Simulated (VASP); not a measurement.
Here is a VASP 6.6.1 calculation.

INCAR

```
SYSTEM = Re
  PREC = Accurate
  ENCUT = 520
  EDIFF = 1E-6
  ISMEAR = -1
  SIGMA = 0.03
  LREAL = .FALSE.
  LASPH = .TRUE.
  NELM = 80
  ALGO = Normal
  ISIF = 2
  LWAVE = .FALSE.
  LCHARG = .FALSE.
  GGA = PE
  NBANDS = 10
```

File KPOINTS:

```
regular mesh
0
G
  14 14 14
  0 0 0
```

Contents of POSCAR:

```
Re
1.0
    0.0000000000      1.9346825647      1.9346825647
    1.9346825647      0.0000000000      1.9346825647
    1.9346825647      1.9346825647      0.0000000000
Re
1
Direct
    0.0000000000      0.0000000000      0.0000000000
```

Potentials or basis: VASP PAW PBE potentials, release 64 (Re).

The run is started by

```sh
$ cat potpaw_PBE.64/Re/POTCAR > POTCAR
$ mpirun -np 1 vasp_std > vasp.out
```

Problem. Estimate the pressure.

Solution. 13.2 GPa.
